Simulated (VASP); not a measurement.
Set up this calculation in VASP 6.6.1, as the native input.

| Property | Result |
| --- | --- |
| Task | single point |
| Functional | r2SCAN |
| Potentials or basis | VASP PAW PBE potentials, release 64 (Ga_d, N) |
| Cutoff | 520 eV |
| k mesh | 15 × 15 × 15 |
| Occupations | fermi-dirac, width 0.1 eV |
| Spin | no spin polarisation |
| Dipole correction | no |
| Further INCAR settings | ALGO = Normal; EDIFF = 1e-06; NBANDS = 16 |

GaN (rocksalt type):

```
Ga N
1.0
     0.00000    1.81714    1.81714
     1.81714    0.00000    1.81714
     1.81714    1.81714    0.00000
Ga N
1 1
Direct
  0.00000 0.00000 0.00000
  0.50000 0.50000 0.50000
```

One way to write it, as run:

POSCAR

```
GaN
1.0
    0.0000000000      1.8171383439      1.8171383439
    1.8171383439      0.0000000000      1.8171383439
    1.8171383439      1.8171383439      0.0000000000
Ga N
1 1
Direct
    0.0000000000      0.0000000000      0.0000000000
    0.5000000000      0.5000000000      0.5000000000
```

INCAR.step1

```
  PREC = Accurate
  ENCUT = 520
  ISMEAR = -1
  SIGMA = 0.1
  LREAL = False
  LASPH = True
  NELM = 100
  NBANDS = 16
  GGA = PE
  ALGO = Normal
  EDIFF = 1E-4
  LWAVE = True
  LCHARG = False
```

INCAR.step2

```
  PREC = Accurate
  ENCUT = 520
  EDIFF = 1E-6
  ISMEAR = -1
  SIGMA = 0.1
  LREAL = False
  LASPH = True
  NELM = 100
  ALGO = Normal
  ISIF = 2
  LWAVE = False
  LCHARG = True
  METAGGA = R2SCAN
  LMIXTAU = True
  LELF = True
  LVHAR = True
  NBANDS = 16
  ISTART = 1
```

KPOINTS

```
Automatic mesh
0
Gamma
  15 15 15
```

Potentials or basis: VASP PAW PBE potentials, release 64 (Ga_d, N).

The run is started by

```bash
$ cat potpaw_PBE.64/Ga_d/POTCAR potpaw_PBE.64/N/POTCAR > POTCAR
$ cp INCAR.step1 INCAR
$ mpirun -np 1 vasp_std > vasp.out
$ cp INCAR.step2 INCAR
$ mpirun -np 1 vasp_std > vasp.out
```

It gave:

```json
{"Pressure": "295.1 GPa", "Band gap on the k mesh": "4.78 eV (least direct gap 7.36 eV)"}
```

Caveat: the cell stands under pressure; the PAW data sets were made with another functional, which shifts forces and pressure a little; an odd mesh through Γ misses points on the zone boundary, where band edges can lie.

Wall time 2.6 min on 1 thread of Intel Xeon 8259CL, on a shared host, peak memory 0.15 GiB.
